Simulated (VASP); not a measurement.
NaF, 2 atoms in the cell. Symmetry: Fm-3m, No. 225, cubic system. The conventional cell has a = 4.594 Å, b = 4.594 Å, c = 4.594 Å, α = 90.00°, β = 90.00°, γ = 90.00°. Within 3.0 Å of Na (site symmetry m-3m) lie 6 F at 2.30 Å. F (site symmetry m-3m) has 6 Na at 2.30 Å within 3.0 Å. 

```yaml
Program: VASP 6.6.1
Task: single point
Functional: HSE06
Potentials_or_basis: VASP PAW PBE potentials, release 64 (Na_pv, F)
Cutoff: 520 eV
k_mesh: 6 × 6 × 6
Occupations: gaussian, width 0.01 eV
Spin: no spin polarisation
Dipole_correction: no
Grid_for_exact_exchange_PRECFOCK: Normal
Further_INCAR_settings: ALGO = Normal; EDIFF = 1e-06; NBANDS = 14
Share_of_exact_exchange: 0.25
Screening_parameter: 0.2079 1/Å
```

Potentials or basis: VASP PAW PBE potentials, release 64 (Na_pv, F).

Command:

```bash
$ cat potpaw_PBE.64/Na_pv/POTCAR potpaw_PBE.64/F/POTCAR > POTCAR
$ cp INCAR.step1 INCAR
$ mpirun -np 1 vasp_std > vasp.out
$ cp INCAR.step2 INCAR
$ mpirun -np 1 vasp_std > vasp.out
```

Hardware: 1 thread of Oxide Virtual Turin-like Processor, on a shared host.

**Question.** Estimate the wall time of this run.

**Answer.** It took 19 min on 1 thread of Oxide Virtual Turin-like Processor, on a shared host, peak memory 0.2 GiB. Counts: k points 16.
